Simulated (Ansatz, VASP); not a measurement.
**Two plane-wave programs on Sn3S2**

```
CELL_PARAMETERS angstrom
3.73840 0.00000 0.00000
-1.86920 3.23755 0.00000
0.00000 0.00000 10.37880
ATOMIC_POSITIONS crystal
Sn 0.00000 0.00000 0.00000
Sn 0.33333 0.66667 0.63445
Sn 0.66667 0.33333 0.36555
S 0.33333 0.66667 0.19353
S 0.66667 0.33333 0.80647
```

Alike in both runs: functional PBE; k mesh 12 × 12 × 4; occupations gaussian, width 0.1 eV; no spin polarisation.

Ansatz relaxed the structure, and its values are those at the end. VASP's run is a single point on that final structure, the one shown.

|  | VASP | Ansatz |
| --- | --- | --- |
| version | VASP 6.6.1 | Ansatz 0.2.0 |
| potentials or method | VASP PAW PBE potentials, release 64 (Sn_d, S), cutoff 520 eV | scalar-relativistic, plane waves, PAW |
| valence electrons in the cell | 54 | 54 |

Ansatz gave:

* gap on the k mesh at the Fermi level (eV): none
* pressure (GPa): 0.0
* rms of the force components (eV/Å): 0.000

Which values does VASP return?

gap on the k mesh at the Fermi level (eV): none; pressure (GPa): 0.0; rms of the force components (eV/Å): 0.003.

A gap of «none» marks a metal or a gap that the smearing closes.
